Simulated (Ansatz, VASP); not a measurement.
# ZnSe in VASP and in Ansatz

```xyz
2
Lattice="0.0000 2.8338 2.8338 2.8338 0.0000 2.8338 2.8338 2.8338 0.0000" Properties=species:S:1:pos:R:3 pbc="T T T"
Zn    0.0000    0.0000    0.0000
Se    1.4169    1.4169    1.4169
```

Alike in both runs: task relaxation of the atoms; functional PBE; k mesh 9 × 9 × 9; occupations fermi-dirac, width 0.02 eV; no spin polarisation.

```csv
,VASP,Ansatz
version,VASP 6.6.1,Ansatz 0.2.0
potentials or method,"VASP PAW PBE potentials, release 64 (Zn, Se)","plane-wave PAW, scalar-relativistic"
plane-wave cutoff (eV),520,420
valence electrons in the cell,18,28
```

```tsv
	VASP	Ansatz	Ansatz less VASP
gap on the k mesh at the Fermi level, each at its own relaxed structure (eV)	1.29	1.29	-0.002
```

VASP's potentials hold 18 valence electrons a cell and Ansatz's 28, so a difference there can come from the potentials and not from the codes. Ansatz's warnings: stress scf threshold loose.

Noted on VASP's run: the relaxation stopped at its first step, so nothing moved.
